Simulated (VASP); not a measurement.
Crystal: KI.

```
CELL_PARAMETERS angstrom
0.00000 3.54428 3.54428
3.54428 0.00000 3.54428
3.54428 3.54428 0.00000
ATOMIC_POSITIONS crystal
K 0.00000 0.00000 0.00000
I 0.50000 0.50000 0.50000
```

Base run:

| Property | Result |
| --- | --- |
| Program | VASP 6.6.1 |
| Functional | PBE0 |
| Potentials or basis | VASP PAW PBE potentials, release 64 (K_sv, I) |
| Cutoff | 520 eV |
| k mesh | 4 × 4 × 4 |
| Occupations | gaussian, width 0.01 eV |
| Spin | no spin polarisation |

Its results: band gap on the k mesh 5.64 eV; pressure 0.2 GPa.

**Question.** The run is repeated on the same cell with these changes: functional from PBE0 to HSE06. What comes out?

**Answer.** Band gap on the k mesh 4.93 eV; pressure 0.3 GPa.

Caveats: the PAW data sets were made with another functional, which shifts forces and pressure a little; spin-orbit coupling is left out, which moves the levels of the heavy elements.

